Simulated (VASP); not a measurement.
# Ru (P6_3/mmc) in VASP: a series of runs

The runs below take Ru through single point, with PBE.

Everything below comes from runs of VASP 6.6.1. Logs are shortened: lines on timing, memory, paths and dates and some standing lists are left out, and cuts for length are marked.

### 1 The cell of the first run

The structure is hexagonal, space group P6_3/mmc (No. 194). Conventional cell: a = 2.666 Å, b = 2.666 Å, c = 4.341 Å, α = 90.00°, β = 90.00°, γ = 120.00°. Within 3.5 Å of Ru (site symmetry -6m2) lie 12 Ru at 2.66 to 2.67 Å.

### 2 Single point, PBE (biaxial strain in the a-b plane: -2.0 %, then relaxed in part)

INCAR reads:

```
PREC     = Accurate       # precision mode
ENCUT    = 520            # plane-wave cutoff, eV
EDIFF    = 1E-6           # SCF threshold, eV
ISMEAR   = 0              # smearing method
SIGMA    = 0.1            # smearing width, eV
LREAL    = False          # projectors in reciprocal space
LASPH    = True           # aspherical terms in the spheres
NELM     = 80             # most SCF steps
ALGO     = Fast           # electronic algorithm
ISIF     = 2              # what is computed and relaxed
LWAVE    = False          # write WAVECAR
LCHARG   = True           # write CHGCAR
GGA      = PE             # functional
LELF     = True           # ELF
LVHAR    = True         
NBANDS   = 21             # bands
```

KPOINTS reads:

```
Automatic mesh
0
Gamma
  24 24 12
```

POSCAR reads:

```
Ru
1.0
    2.6655968042      0.0000000000      0.0000000000
   -1.3327984021      2.3084745486      0.0000000000
    0.0000000000      0.0000000000      4.3414340568
Ru
2
Direct
    0.3333333333      0.6666666667      0.2500000000
    0.6666666667      0.3333333333      0.7500000000
```

Potentials or basis: VASP PAW PBE potentials, release 64 (Ru_pv).

Started as:

```bash
> cat potpaw_PBE.64/Ru_pv/POTCAR > POTCAR
> mpirun -np 1 vasp_std > vasp.out
```

OUTCAR:

```text
PREC = Accurate
   ENCUT = 520
   EDIFF = 1E-6
   ISMEAR = 0
   LREAL = False
   LASPH = True
   NELM = 80
   ISIF = 2
   GGA = PE

 ion  position               nearest neighbor table
   1  0.333  0.667  0.250-   2 2.66   2 2.66   2 2.66   2 2.66   2 2.66   2 2.66
   2  0.667  0.333  0.750-   1 2.66   1 2.66   1 2.66   1 2.66   1 2.66   1 2.66

  LATTYP: Found a hexagonal cell.
 ALAT       =     2.6655968042
 C/A-ratio  =     1.6286911996

  Lattice vectors:

 A1 = (   2.6655968042,   0.0000000000,   0.0000000000)
 A2 = (  -1.3327984021,   2.3084745486,   0.0000000000)
 A3 = (   0.0000000000,   0.0000000000,   4.3414340568)

Analysis of symmetry for initial positions (statically):
=====================================================================
 Subroutine PRICEL returns:
 Original cell was already a primitive cell.

 Routine SETGRP: Setting up the symmetry group for a
 hexagonal supercell.

 Subroutine GETGRP returns: Found 24 space group operations
 (whereof 12 operations were pure point group operations)
 out of a pool of 24 trial point group operations.

The static configuration has the point symmetry D_3d.
 The point group associated with its full space group is D_6h.

Analysis of symmetry for dynamics (positions and initial velocities):
=====================================================================
 Subroutine PRICEL returns:
 Original cell was already a primitive cell.

 Routine SETGRP: Setting up the symmetry group for a
 hexagonal supercell.

 Subroutine GETGRP returns: Found 24 space group operations
 (whereof 12 operations were pure point group operations)
 out of a pool of 24 trial point group operations.

The dynamic configuration has the point symmetry D_3d.
 The point group associated with its full space group is D_6h.

 Subroutine INISYM returns: Found 24 space group operations
 (whereof 12 operations are pure point group operations),
 and found     1 'primitive' translations

----------------------------------------------------------------------------------------

                                     Primitive cell

  volume of cell :      26.7149

  direct lattice vectors                    reciprocal lattice vectors
     2.665596804  0.000000000  0.000000000     0.375150510  0.216593248  0.000000000
    -1.332798402  2.308474549  0.000000000     0.000000000  0.433186496  0.000000000
     0.000000000  0.000000000  4.341434057     0.000000000  0.000000000  0.230338636

  length of vectors
     2.665596804  2.665596804  4.341434057     0.433186496  0.433186496  0.230338636

  position of ions in fractional coordinates (direct lattice)
     0.333333333  0.666666667  0.250000000
     0.666666667  0.333333333  0.750000000

  ion indices of the primitive-cell ions
   primitive index   ion index
                 1           1
                 2           2

----------------------------------------------------------------------------------------

 KPOINTS: Automatic mesh

Automatic generation of k-mesh.
 Grid dimensions read from file:
 generate k-points for:   24   24   12

 Generating k-lattice:

  Cartesian coordinates                     Fractional coordinates (reciprocal lattice)
     0.015631271  0.009024719  0.000000000     0.041666667  0.000000000  0.000000000
     0.000000000  0.018049437  0.000000000     0.000000000  0.041666667  0.000000000
     0.000000000  0.000000000  0.019194886     0.000000000  0.000000000  0.083333333

  Length of vectors
     0.018049437  0.018049437  0.019194886

  Shift w.r.t. Gamma in fractional coordinates (k-lattice)
     0.000000000  0.000000000  0.000000000

 Subroutine IBZKPT returns following result:
 ===========================================

 Found    427 irreducible k-points:

 Following reciprocal coordinates:
            Coordinates               Weight
  0.000000  0.000000  0.000000      1.000000
  0.041667 -0.000000  0.000000      6.000000
  0.083333  0.000000  0.000000      6.000000
  0.125000 -0.000000  0.000000      6.000000
  0.166667 -0.000000  0.000000      6.000000
  0.208333  0.000000  0.000000      6.000000
[... 16 lines left out ...]
  0.416667  0.041667  0.000000     12.000000
  0.458333  0.041667  0.000000     12.000000
 [... further k-points ...]
   k-points           NKPTS =    427   k-points in BZ     NKDIM =    427   number of bands    NBANDS=     21
   number of dos      NEDOS =    301   number of ions     NIONS =      2
   total plane-waves  NPLWV =  12800
   dimension x,y,z NGX =    20 NGY =   20 NGZ =   32
   dimension x,y,z NGXF=    40 NGYF=   40 NGZF=   64
   ions per type =               2
   NGX,Y,Z   is equivalent  to a cutoff of  12.47, 12.47, 12.25 a.u.
   NGXF,Y,Z  is equivalent  to a cutoff of  24.95, 24.95, 24.51 a.u.
 SYSTEM =  unknown system
   PREC   = accura    normal or accurate (medium, high low for compatibility)
   ISTART =      0    job   : 0-new  1-cont  2-samecut
   ICHARG =      2    charge: 1-file 2-atom 10-const
   ISPIN  =      1    spin polarized calculation?
   LNONCOLLINEAR =      F non collinear calculations
   LSORBIT =      F    spin-orbit coupling
   LASPH  =      T    aspherical Exc in radial PAW
   ENCUT  =  520.0 eV  38.22 Ry    6.18 a.u.   4.96  4.96  8.07*2*pi/ulx,y,z
   NELM   =     80;   NELMIN=  2; NELMDL= -5     # of ELM steps
   EDIFF  = 0.1E-05   stopping-criterion for ELM
   LREAL  =      F    real-space projection
   EDIFFG = 0.1E-04   stopping-criterion for IOM
   NSW    =      0    number of steps for IOM
   IBRION =     -1    ionic relax: 0-MD 1-quasi-New 2-CG
   NFREE  =      0    steps in history (QN), initial steepest desc. (CG)
   ISIF   =      2    stress and relaxation
   ISYM   =      2    0-nonsym 1-usesym 2-fastsym
   POTIM  = 0.5000    time-step for ionic-motion
   TEBEG  =    0.0;   TEEND  =   0.0 temperature during run
   PSTRESS=    0.0 pullay stress
   NELECT =      28.0000    total number of electrons
   NUPDOWN=      -1.0000    fix difference up-down
   EMIN   =  10.00;   EMAX   =-10.00  energy-range for DOS
   EFERMI =   0.00;   METHOD = LEGACY
   ISMEAR =     0;   SIGMA  =   0.10  broadening in eV -4-tet -1-fermi 0-gaus
   EFERMI_NEDOS =   21; number of points for ismear=-14 and -15
   IALGO  =     68    algorithm
   IMIX   =      4    mixing-type and parameters
     AMIX     =   0.40;   BMIX     =  1.00
     AMIX_MAG =   1.60;   BMIX_MAG =  1.00
  volume/ion in A,a.u.               =      13.36        90.14
  Fermi-wavevector in a.u.,A,eV,Ry     =   1.662940  3.142501 37.625137  2.765370
  Thomas-Fermi vector in A             =   2.749744
   LORBIT       =      0    0 simple, 1 ext, 2 COOP (PROOUT), +10 PAW based schemes
   GGA     = PE    functional components
   LHFCALC =     F    Hartree Fock is set to
   AEXX    =    0.0000 exact exchange contribution
   IVDW    =     0    specifies the selected vdW correction
   LEPSILON=     F    determine dielectric tensor
   LRPA    =     F    only Hartree local field effects (RPA)
 non-spin polarized calculation
 RMM-DIIS sequential band-by-band and
 Gauss-broadening in eV      SIGMA  =   0.10
  energy-cutoff  :      520.00
  volume of cell :       26.71
 maximum number of plane-waves:       756
 NGX is ok and might be reduce to    20
   NGX =  9   NGY =  9   NGZ = 17

 number of electron      28.0000004 magnetization

 Free energy of the ion-electron system (eV)
  ---------------------------------------------------
  ext. energy  EPLUGINS =         0.00000000
  ---------------------------------------------------
  free energy    TOTEN  =       -18.42009947 eV

  energy without entropy =      -18.41131907  energy(sigma->0) =      -18.41570927

 E-fermi :  13.1573     XC(G=0): -14.2222

 val. band max:       13.1499682944   @ k =   0.1667   0.1250   0.1667
 cond. band min:      13.1590807407   @ k =   0.3750   0.0000   0.3333
 fundamental gap:      0.0091124463
 Fermi energy:        13.1573323841

 k-point     1 :       0.0000    0.0000    0.0000
  band No.  band energies     occupation
      1     -30.5273      2.00000
      2     -29.5477      2.00000
      3     -29.5477      2.00000
      4     -29.3950      2.00000
      5     -29.3944      2.00000
      6     -29.3944      2.00000
[... 13 lines left out ...]
     20      23.5416      0.00000
     21      23.5532      0.00000

 k-point     2 :       0.0417   -0.0000    0.0000
  band No.  band energies     occupation
      1     -30.5211      2.00000
      2     -29.5625      2.00000
      3     -29.5524      2.00000
      4     -29.4098      2.00000
      5     -29.3974      2.00000
      6     -29.3966      2.00000
[... 13 lines left out ...]
     20      23.5417      0.00000
     21      23.5528      0.00000

 k-point     3 :       0.0833    0.0000    0.0000
  band No.  band energies     occupation
      1     -30.5026      2.00000
      2     -29.6061      2.00000
      3     -29.5662      2.00000
      4     -29.4547      2.00000
      5     -29.4045      2.00000
      6     -29.4033      2.00000
[... 13 lines left out ...]
     20      23.5416      0.00000
     21      23.5516      0.00000

 k-point     4 :       0.1250   -0.0000    0.0000
  band No.  band energies     occupation
      1     -30.4725      2.00000
      2     -29.6753      2.00000
      3     -29.5877      2.00000
      4     -29.5253      2.00000
      5     -29.4166      2.00000
      6     -29.4142      2.00000
[... 13 lines left out ...]
     20      23.5415      0.00000
     21      23.5500      0.00000

 k-point     5 :       0.1667   -0.0000    0.0000
  band No.  band energies     occupation
      1     -30.4320      2.00000
      2     -29.7654      2.00000
      3     -29.6159      2.00000
      4     -29.6152      2.00000
      5     -29.4336      2.00000
      6     -29.4288      2.00000
[... 13 lines left out ...]
     20      23.5415      0.00000
     21      23.5484      0.00000
[... 382 lines left out ...]
     20      23.5405      0.00000
     21      24.5464      0.00000

 k-point    22 :       0.3750    0.0417    0.0000
  band No.  band energies     occupation
      1     -30.3201      2.00000
      2     -30.1487      2.00000
      3     -30.1069      2.00000
      4     -29.7846      2.00000
      5     -29.6093      2.00000
      6     -29.5363      2.00000
[... 13 lines left out ...]
     20      23.8933      0.00000
     21      24.0400      0.00000

 k-point    23 :       0.4167    0.0417    0.0000
  band No.  band energies     occupation
      1     -30.3752      2.00000
      2     -30.1984      2.00000
      3     -30.0585      2.00000
      4     -29.8012      2.00000
      5     -29.6428      2.00000
      6     -29.5469      2.00000
[... 13 lines left out ...]
     20      24.5701      0.00000
     21      26.7200      0.00000

 k-point    24 :       0.4583    0.0417    0.0000
  band No.  band energies     occupation
      1     -30.4037      2.00000
      2     -30.2240      2.00000
      3     -30.0299      2.00000
      4     -29.8098      2.00000
      5     -29.6636      2.00000
      6     -29.5524      2.00000
[... 13 lines left out ...]
     20      24.9663      0.00000
     21      26.4293      0.00000

 [... further k-points ...]

------------------------ aborting loop because EDIFF is reached ----------------------------------------

  FORCE on cell =-STRESS in cart. coord.  units (eV):
  Direction    XX          YY          ZZ          XY          YZ          ZX
  --------------------------------------------------------------------------------------
  -------------------------------------------------------------------------------------
  Total        2.5043884      2.5043884     -0.0107036     -0.0000000      0.0000000      0.0000000
  in kB      150.1963974    150.1963974     -0.6419292     -0.0000000      0.0000000      0.0000000
  external PRESSURE =      99.9169552 kB  Pullay stress =       0.0000000 kB

 VOLUME and BASIS-vectors are now :
 -----------------------------------------------------------------------------
  energy-cutoff  :      520.00
  volume of cell :       26.71
      direct lattice vectors                 reciprocal lattice vectors
     2.665596804  0.000000000  0.000000000     0.375150510  0.216593248  0.000000000
    -1.332798402  2.308474549  0.000000000     0.000000000  0.433186496  0.000000000
     0.000000000  0.000000000  4.341434057     0.000000000  0.000000000  0.230338636

 POSITION                                       TOTAL-FORCE (eV/Angst)
 -----------------------------------------------------------------------------------
     -0.00000      1.53898      1.08536        -0.000000      0.000000      0.000000
      1.33280      0.76949      3.25608         0.000000     -0.000000      0.000000
 -----------------------------------------------------------------------------------
    total drift:                               -0.000000      0.000000     -0.000000

  FREE ENERGIE OF THE ION-ELECTRON SYSTEM (eV)
  ---------------------------------------------------
  free  energy   TOTEN  =       -18.4200994743 eV

  energy  without entropy=      -18.4113190705  energy(sigma->0) =      -18.41570927
```

Run time: 5.4 min. Hardware: 1 thread of Intel Xeon 8259CL, shared host; peak memory 0.29 GiB.

Results:

* Free energy: -18.4201 eV
* Pressure: 10.0 GPa
* Band gap on the k mesh: zero (bands 14 and 15 overlap by 3.24 eV)

Caveat: the cell differs from its parent crystal (biaxial strain in the a-b plane: -2.0 %, then relaxed in part); the cell stands under pressure.

### 3 Single point, PBE (biaxial strain in the a-b plane: -2.0 %)

INCAR reads:

```
SYSTEM = Ru
PREC = Accurate
ENCUT = 520
EDIFF = 1E-6
ISMEAR = 0
SIGMA = 0.1
LREAL = .False.
LASPH = .True.
NELM = 80
ALGO = Fast
ISIF = 2
LWAVE = .False.
LCHARG = .True.
GGA = PE
LELF = .True.
LVHAR = .True.
NBANDS = 21
```

KPOINTS reads:

```
Automatic mesh
0
Gamma
  24 24 12
  0 0 0
```

Changes to POSCAR since step 2:

```diff
@@ -4,3 +4,3 @@
    -1.3327984021      2.3084745486      0.0000000000
-    0.0000000000      0.0000000000      4.3414340568
+    0.0000000000      0.0000000000      4.3483320165
 Ru
```

Potentials or basis: VASP PAW PBE potentials, release 64 (Ru_pv).

Started as:

```bash
> cat potpaw_PBE.64/Ru_pv/POTCAR > POTCAR
> mpirun -np 1 vasp_std > vasp.out
```

It took 5.5 min on 1 thread of Intel Xeon 8259CL, shared host; peak memory 0.29 GiB.

The run converged. Its results:

| Item | Value |
| --- | --- |
| Free energy | -18.4200 eV |
| Pressure | 9.4 GPa |
| Band gap on the k mesh | zero (bands 14 and 15 overlap by 3.22 eV) |

Stress tensor (GPa, compression positive):
```
14.71  0.00  0.00
 0.00 14.71  0.00
 0.00  0.00 -1.10
```

Levels at points of the mesh, in eV from the Fermi level:
```csv
k point,band 11,band 12,band 13,band 14,band 15,band 16,band 17,band 18
"(0.00, 0.00, 0.00)",-2.64,-2.02,-2.02,-1.20,-1.20,0.95,1.20,1.20
"(0.50, 0.00, 0.00)",-2.32,-1.72,-1.72,1.64,1.82,2.00,4.20,6.31
"(0.00, 0.00, 0.50)",-2.74,-2.74,-2.74,-2.74,0.53,0.53,0.53,0.53
"(0.50, 0.00, 0.50)",-0.98,-0.98,0.46,0.46,1.85,1.85,3.46,3.46
```

Caveat: the cell differs from its parent crystal (biaxial strain in the a-b plane: -2.0 %); the cell stands under pressure.

### 4 Single point, PBE (biaxial strain in the a-b plane: -1.0 %, then relaxed in part)

INCAR reads:

```
ALGO = Fast
EDIFF = 1E-6
ENCUT = 520
GGA = PE
ISIF = 2
ISMEAR = 0
LASPH = True
LCHARG = True
LELF = True
LREAL = False
LVHAR = True
LWAVE = False
NBANDS = 21
NELM = 80
PREC = Accurate
SIGMA = 0.1
```

KPOINTS reads:

```
k-points
0
Gamma
  24 24 12
```

POSCAR reads:

```
Ru
1.0
    2.6927967715      0.0000000000      0.0000000000
   -1.3463983858      2.3320304114      0.0000000000
    0.0000000000      0.0000000000      4.3169218039
Ru
2
Direct
    0.3333333333      0.6666666667      0.2500000000
    0.6666666667      0.3333333333      0.7500000000
```

Started as:

```bash
> cat potpaw_PBE.64/Ru_pv/POTCAR > POTCAR
> mpirun -np 1 vasp_std > vasp.out
```

It took 5.7 min on 1 thread of Intel Xeon 8259CL, shared host; peak memory 0.29 GiB.

It converged, with:

| Quantity | Value |
| --- | --- |
| Free energy | -18.4582 eV |
| Pressure | 4.8 GPa |
| Band gap on the k mesh | zero (bands 14 and 15 overlap by 3.24 eV) |

Stress tensor (GPa, compression positive):
```
 7.27  0.00  0.00
 0.00  7.27  0.00
 0.00  0.00 -0.07
```

Levels at points of the mesh, in eV from the Fermi level:
| k point | band 10 | band 11 | band 12 | band 13 | band 14 | band 15 | band 16 | band 17 | band 18 | band 19 |
| --- | --- | --- | --- | --- | --- | --- | --- | --- | --- | --- |
| (0.00, 0.00, 0.00) | -2.61 | -2.57 | -1.95 | -1.95 | -1.31 | -1.31 | 1.13 | 1.17 | 1.17 | 10.13 |
| (0.50, 0.00, 0.00) | -2.95 | -2.17 | -1.77 | -1.61 | 1.49 | 1.85 | 1.88 | 4.09 | 6.16 | 11.08 |
| (0.00, 0.00, 0.50) | -2.80 | -2.74 | -2.74 | -2.74 | -2.74 | 0.52 | 0.52 | 0.52 | 0.52 | 10.40 |
| (0.50, 0.00, 0.50) | -4.60 | -1.03 | -1.03 | 0.44 | 0.44 | 1.73 | 1.73 | 3.39 | 3.39 | 10.38 |

Caveat: the cell differs from its parent crystal (biaxial strain in the a-b plane: -1.0 %, then relaxed in part); the cell stands under pressure.

### 5 Overview

| cell | gap on the mesh (eV) | pressure (GPa) |
| --- | --- | --- |
| a = 2.666, b = 2.666, c = 4.341 Å, angles 90.0, 90.0, 120.0°, 2 atoms | none | 10.0 |
| a = 2.666, b = 2.666, c = 4.348 Å, angles 90.0, 90.0, 120.0°, 2 atoms | none | 9.4 |
| a = 2.693, b = 2.693, c = 4.317 Å, angles 90.0, 90.0, 120.0°, 2 atoms | none | 4.8 |

Alike in all rows: task single point; level PBE; potentials or basis VASP PAW PBE potentials, release 64 (Ru_pv); no spin polarisation; k mesh 24 × 24 × 12; cutoff (eV) 520; smearing gaussian 0.1 eV.

Caveats: the cell stands under pressure.

Absolute energies hang on the potentials; compare differences alone.
